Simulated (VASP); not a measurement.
# LaHfO (Cmmm) in VASP: relaxation of cell and atoms with PBE

Aim: the relaxation of cell and atoms of LaHfO with PBE.

All numbers are computed with VASP 6.6.1; they aren't measurements. Logs are shortened: lines on timing, memory, paths and dates and some standing lists are left out, and cuts for length are marked.

### 1 The cell of the first run

Symmetry: Cmmm, No. 65, orthorhombic system. The conventional cell has a = 7.532 Å, b = 8.556 Å, c = 3.692 Å, α = 90.00°, β = 90.00°, γ = 90.00°. Within 3.5 Å of La (site symmetry m2m) lie 4 O at 2.64 Å and 8 Hf at 3.36 to 3.46 Å. Within 2.9 Å of Hf (site symmetry 2mm) lie 2 O at 2.15 Å. Within 2.9 Å of O (site symmetry 2/m) lie 2 Hf at 2.15 Å and 4 La at 2.64 Å.

### 2 Relaxation of cell and atoms, PBE

INCAR reads:

```
ALGO = Normal ; EDIFF = 1E-6
EDIFFG = -0.01 ; ENCUT = 600
GGA = PE ; IBRION = 2
ISIF = 3 ; ISMEAR = 0
LASPH = T ; LCHARG = F
LREAL = F ; LWAVE = F
NELM = 100 ; NSW = 100
PREC = Accurate ; SIGMA = 0.1
```

KPOINTS reads:

```
k-points
0
Gamma
  6 6 8
```

POSCAR reads:

```
LaHfO
1.0
    3.7660905922     -4.2781053090      0.0000000000
    3.7660905922      4.2781053090      0.0000000000
    0.0000000000      0.0000000000      3.6921307050
La Hf O
2 2 2
Direct
    0.7666929678      0.2333070322      0.5000000000
    0.2333070322      0.7666929678      0.5000000000
    0.2841039540      0.2841039540      0.0000000000
    0.7158960460      0.7158960460      0.0000000000
    0.5000000000      0.0000000000      0.0000000000
    0.0000000000      0.5000000000      0.0000000000
```

Potentials or basis: VASP PAW PBE potentials, release 64 (La, Hf_pv, O).

On the command line:

```
> cat potpaw_PBE.64/La/POTCAR potpaw_PBE.64/Hf_pv/POTCAR potpaw_PBE.64/O/POTCAR > POTCAR
> mpirun -np 1 vasp_std > vasp.out
```

OUTCAR:

```text
EDIFF = 1E-6
   EDIFFG = -0.01
   ENCUT = 600
   GGA = PE
   IBRION = 2
   ISIF = 3
   ISMEAR = 0
   LASPH = T
   LREAL = F
   NELM = 100
   NSW = 100
   PREC = Accurate

 ion  position               nearest neighbor table
   1  0.767  0.233  0.500-   5 2.64   6 2.64   5 2.64   6 2.64   3 3.36   4 3.36   3 3.36   4 3.36
                             3 3.46   3 3.46   4 3.46   4 3.46
   2  0.233  0.767  0.500-   5 2.64   6 2.64   5 2.64   6 2.64   3 3.36   4 3.36   3 3.36   4 3.36
                             3 3.46   3 3.46   4 3.46   4 3.46
   3  0.284  0.284  0.000-   5 2.15   6 2.15   4 3.25   2 3.36   1 3.36   1 3.36   2 3.36   2 3.46
                             2 3.46   1 3.46   1 3.46
   4  0.716  0.716  0.000-   5 2.15   6 2.15   3 3.25   2 3.36   1 3.36   1 3.36   2 3.36   1 3.46
                             2 3.46   2 3.46   1 3.46
   5  0.500  0.000  0.000-   3 2.15   4 2.15   1 2.64   2 2.64   1 2.64   2 2.64
   6  0.000  0.500  0.000-   3 2.15   4 2.15   1 2.64   2 2.64   1 2.64   2 2.64

  LATTYP: Found a base centered orthorhombic cell.
 ALAT       =     7.5321811844
 B/A-ratio  =     1.1359539035
 C/A-ratio  =     0.4901808141

  Lattice vectors:

 A1 = (   3.7660905922,  -4.2781053090,   0.0000000000)
 A2 = (   3.7660905922,   4.2781053090,   0.0000000000)
 A3 = (   0.0000000000,   0.0000000000,   3.6921307050)

Analysis of symmetry for initial positions (statically):
=====================================================================
 Subroutine PRICEL returns:
 Original cell was already a primitive cell.

 Routine SETGRP: Setting up the symmetry group for a
 base centered orthorhombic supercell.

 Subroutine GETGRP returns: Found  8 space group operations
 (whereof  8 operations were pure point group operations)
 out of a pool of  8 trial point group operations.

The static configuration has the point symmetry D_2h.

Analysis of symmetry for dynamics (positions and initial velocities):
=====================================================================
 Subroutine PRICEL returns:
 Original cell was already a primitive cell.

 Routine SETGRP: Setting up the symmetry group for a
 base centered orthorhombic supercell.

 Subroutine GETGRP returns: Found  8 space group operations
 (whereof  8 operations were pure point group operations)
 out of a pool of  8 trial point group operations.

The dynamic configuration has the point symmetry D_2h.

 Subroutine INISYM returns: Found  8 space group operations
 (whereof  8 operations are pure point group operations),
 and found     1 'primitive' translations

----------------------------------------------------------------------------------------

                                     Primitive cell

  volume of cell :     118.9732

  direct lattice vectors                    reciprocal lattice vectors
     3.766090592 -4.278105309  0.000000000     0.132763668 -0.116874168  0.000000000
     3.766090592  4.278105309  0.000000000     0.132763668  0.116874168  0.000000000
     0.000000000  0.000000000  3.692130705     0.000000000  0.000000000  0.270846316

  length of vectors
     5.699616073  5.699616073  3.692130705     0.176877819  0.176877819  0.270846316

  position of ions in fractional coordinates (direct lattice)
     0.766692968  0.233307032  0.500000000
     0.233307032  0.766692968  0.500000000
     0.284103954  0.284103954  0.000000000
     0.715896046  0.715896046  0.000000000
     0.500000000  0.000000000  0.000000000
     0.000000000  0.500000000  0.000000000

  ion indices of the primitive-cell ions
   primitive index   ion index
                 1           1
                 2           2
                 3           3
                 4           4
                 5           5
                 6           6

----------------------------------------------------------------------------------------

 KPOINTS: k-points

Automatic generation of k-mesh.
 Grid dimensions read from file:
 generate k-points for:    6    6    8

 Generating k-lattice:

  Cartesian coordinates                     Fractional coordinates (reciprocal lattice)
     0.022127278 -0.019479028  0.000000000     0.166666667 -0.000000000  0.000000000
     0.022127278  0.019479028  0.000000000    -0.000000000  0.166666667  0.000000000
     0.000000000  0.000000000  0.033855790     0.000000000  0.000000000  0.125000000

  Length of vectors
     0.029479636  0.029479636  0.033855790

  Shift w.r.t. Gamma in fractional coordinates (k-lattice)
     0.000000000  0.000000000  0.000000000

 Subroutine IBZKPT returns following result:
 ===========================================

 Found     65 irreducible k-points:

 Following reciprocal coordinates:
            Coordinates               Weight
  0.000000  0.000000  0.000000      1.000000
  0.166667  0.000000  0.000000      4.000000
  0.333333  0.000000  0.000000      4.000000
  0.500000  0.000000  0.000000      2.000000
  0.166667  0.166667  0.000000      2.000000
  0.333333  0.166667  0.000000      4.000000
[... 16 lines left out ...]
  0.333333  0.333333  0.125000      4.000000
  0.500000  0.333333  0.125000      8.000000
 [... further k-points ...]
   k-points           NKPTS =     65   k-points in BZ     NKDIM =     65   number of bands    NBANDS=     32
   number of dos      NEDOS =    301   number of ions     NIONS =      6
   total plane-waves  NPLWV =  69120
   dimension x,y,z NGX =    48 NGY =   48 NGZ =   30
   dimension x,y,z NGXF=    96 NGYF=   96 NGZF=   60
   ions per type =               2   2   2
   NGX,Y,Z   is equivalent  to a cutoff of  14.00, 14.00, 13.51 a.u.
   NGXF,Y,Z  is equivalent  to a cutoff of  28.00, 28.00, 27.02 a.u.
 SYSTEM =  unknown system
   PREC   = accura    normal or accurate (medium, high low for compatibility)
   ISTART =      0    job   : 0-new  1-cont  2-samecut
   ICHARG =      2    charge: 1-file 2-atom 10-const
   ISPIN  =      1    spin polarized calculation?
   LNONCOLLINEAR =      F non collinear calculations
   LSORBIT =      F    spin-orbit coupling
   LASPH  =      T    aspherical Exc in radial PAW
   ENCUT  =  600.0 eV  44.10 Ry    6.64 a.u.  11.38 11.38  7.37*2*pi/ulx,y,z
   NELM   =    100;   NELMIN=  2; NELMDL= -5     # of ELM steps
   EDIFF  = 0.1E-05   stopping-criterion for ELM
   LREAL  =      F    real-space projection
   EDIFFG = -.1E-01   stopping-criterion for IOM
   NSW    =    100    number of steps for IOM
   IBRION =      2    ionic relax: 0-MD 1-quasi-New 2-CG
   NFREE  =      1    steps in history (QN), initial steepest desc. (CG)
   ISIF   =      3    stress and relaxation
   ISYM   =      2    0-nonsym 1-usesym 2-fastsym
   POTIM  = 0.5000    time-step for ionic-motion
   TEBEG  =    0.0;   TEEND  =   0.0 temperature during run
   PSTRESS=    0.0 pullay stress
   NELECT =      54.0000    total number of electrons
   NUPDOWN=      -1.0000    fix difference up-down
   EMIN   =  10.00;   EMAX   =-10.00  energy-range for DOS
   EFERMI =   0.00;   METHOD = LEGACY
   ISMEAR =     0;   SIGMA  =   0.10  broadening in eV -4-tet -1-fermi 0-gaus
   EFERMI_NEDOS =   21; number of points for ismear=-14 and -15
   IALGO  =     38    algorithm
   IMIX   =      4    mixing-type and parameters
     AMIX     =   0.40;   BMIX     =  1.00
     AMIX_MAG =   1.60;   BMIX_MAG =  1.00
  volume/ion in A,a.u.               =      19.83       133.81
  Fermi-wavevector in a.u.,A,eV,Ry     =   1.258123  2.377507 21.536290  1.582873
  Thomas-Fermi vector in A             =   2.391748
   LORBIT       =      0    0 simple, 1 ext, 2 COOP (PROOUT), +10 PAW based schemes
   GGA     = PE    functional components
   LHFCALC =     F    Hartree Fock is set to
   AEXX    =    0.0000 exact exchange contribution
   IVDW    =     0    specifies the selected vdW correction
   LEPSILON=     F    determine dielectric tensor
   LRPA    =     F    only Hartree local field effects (RPA)
 conjugate gradient relaxation of ions
 non-spin polarized calculation
 Gauss-broadening in eV      SIGMA  =   0.10
  energy-cutoff  :      600.00
  volume of cell :      118.97
 maximum number of plane-waves:      4013
 NGX is ok and might be reduce to    48
   NGX = 23   NGY = 23   NGZ = 15

--------------------------------------- Ionic step        1  -------------------------------------------

 number of electron      54.0000006 magnetization

 Free energy of the ion-electron system (eV)
  ---------------------------------------------------
  ext. energy  EPLUGINS =         0.00000000
  ---------------------------------------------------
  free energy    TOTEN  =       -50.45392096 eV

  energy without entropy =      -50.43627520  energy(sigma->0) =      -50.44509808

------------------------ aborting loop because EDIFF is reached ----------------------------------------

  FORCE on cell =-STRESS in cart. coord.  units (eV):
  Direction    XX          YY          ZZ          XY          YZ          ZX
  --------------------------------------------------------------------------------------
  -------------------------------------------------------------------------------------
  Total       -0.1919067     -1.0695694     -0.2975837      0.0000000      0.0000000      0.0000000
  in kB       -2.5843504    -14.4035738     -4.0074720      0.0000000      0.0000000      0.0000000
  external PRESSURE =      -6.9984654 kB  Pullay stress =       0.0000000 kB
[... 105 lines left out ...]
  energy  without entropy=      -50.4388443871  energy(sigma->0) =      -50.44762064

--------------------------------------- Ionic step        4  -------------------------------------------

 number of electron      54.0000006 magnetization

 Free energy of the ion-electron system (eV)
  ---------------------------------------------------
  ext. energy  EPLUGINS =         0.00000000
  ---------------------------------------------------
  free energy    TOTEN  =       -50.45652702 eV

  energy without entropy =      -50.43901093  energy(sigma->0) =      -50.44776898

 E-fermi :   7.9489     XC(G=0): -10.9231

 val. band max:        7.9433051249   @ k =   0.0000   0.0000   0.0000
 cond. band min:       7.9525561333   @ k =   0.1667   0.0000   0.3750
 fundamental gap:      0.0092510083
 Fermi energy:         7.9488999535

 k-point     1 :       0.0000    0.0000    0.0000
  band No.  band energies     occupation
      1     -24.6290      2.00000
      2     -24.5216      2.00000
      3     -23.5496      2.00000
      4     -23.4437      2.00000
      5     -23.2411      2.00000
      6     -23.1376      2.00000
[... 829 lines left out ...]
     31       9.2305      0.00000
     32       9.5065      0.00000

 [... further k-points ...]

------------------------ aborting loop because EDIFF is reached ----------------------------------------

  FORCE on cell =-STRESS in cart. coord.  units (eV):
  Direction    XX          YY          ZZ          XY          YZ          ZX
  --------------------------------------------------------------------------------------
  -------------------------------------------------------------------------------------
  Total        0.0355714     -0.0109087     -0.0030610      0.0000000      0.0000000      0.0000000
  in kB        0.4814673     -0.1476512     -0.0414318      0.0000000      0.0000000      0.0000000
  external PRESSURE =       0.0974614 kB  Pullay stress =       0.0000000 kB
[... 21 lines left out ...]
  FREE ENERGIE OF THE ION-ELECTRON SYSTEM (eV)
  ---------------------------------------------------
  free  energy   TOTEN  =       -50.4565270232 eV

  energy  without entropy=      -50.4390109312  energy(sigma->0) =      -50.44776898

 reached required accuracy - stopping structural energy minimisation
```

Run time: 9.1 min. Hardware: 1 thread of Intel Xeon 6975P-C (Granite Rapids), shared host; peak memory 0.48 GiB.

Results:

* Free energy: -50.4565 eV
* Relaxed volume: 19.73 Å³/atom
* Relaxed cell: a = 5.686 Å, b = 5.686 Å, c = 3.689 Å, α = 90.00°, β = 90.00°, γ = 97.01°
* Space group after relaxing (to 0.1 Å): Cmmm (No. 65)
* Energy gained by relaxing: 0.4 meV/atom
* Ionic steps: 4
* Pressure after relaxing: 0.0 GPa
* Largest force after relaxing: 0.007 eV/Å
* Band gap on the k mesh: zero (bands 27 and 28 overlap by 1.00 eV)

Forces on the atoms (eV/Å):
```
La   0.000  0.002  0.000
La   0.000 -0.002  0.000
Hf  -0.007  0.000  0.000
Hf   0.007  0.000  0.000
O    0.000  0.000  0.000
O    0.000  0.000  0.000
```

Step by step:
```tsv
step	energy change (eV)	largest force (eV/Å)	pressure (GPa)	volume (Å³)
1	0.0000	0.0195	-0.70	118.97
2	0.0005	0.0097	0.95	117.49
3	-0.0025	0.0131	0.08	118.26
4	-0.0026	0.0072	0.01	118.37
```

Final structure:
```
La Hf O
1.0
     3.76722   -4.25849    0.00000
     3.76722    4.25849    0.00000
     0.00000    0.00000    3.68925
La Hf O
2 2 2
Direct
  0.76663 0.23337 0.50000
  0.23337 0.76663 0.50000
  0.28397 0.28397 0.00000
  0.71603 0.71603 0.00000
  0.50000 0.00000 0.00000
  0.00000 0.50000 0.00000
```

Caveat: spin-orbit coupling is left out, which moves the levels of the heavy elements.
